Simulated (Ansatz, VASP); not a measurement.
**Two plane-wave programs on Mo**

```
Mo
1.0
    -1.55656    1.55656    1.55656
     1.55656   -1.55656    1.55656
     1.55656    1.55656   -1.55656
Mo
1
Direct
  0.00000 0.00000 0.00000
```

Alike in both runs: task single point; functional LDA; k mesh 14 × 14 × 14; occupations fermi-dirac, width 0.2 eV; no spin polarisation.

|  | VASP | Ansatz |
| --- | --- | --- |
| version | VASP 6.6.1 | Ansatz 0.2.0 |
| potentials or method | VASP PAW LDA potentials, release 64 (Mo_sv), cutoff 520 eV | plane waves (420 eV) with PAW, scalar-relativistic |
| valence electrons in the cell | 14 | 14 |

Ansatz gave:

```
pressure (GPa) : 0.0
```

What did VASP give for the same quantities?

Pressure (GPa): 1.2.

Ansatz warns that its potentials were made for another functional, while VASP's fit it. LDA's correlation is that of Perdew and Zunger in VASP and of Perdew and Wang (1992) in Ansatz.
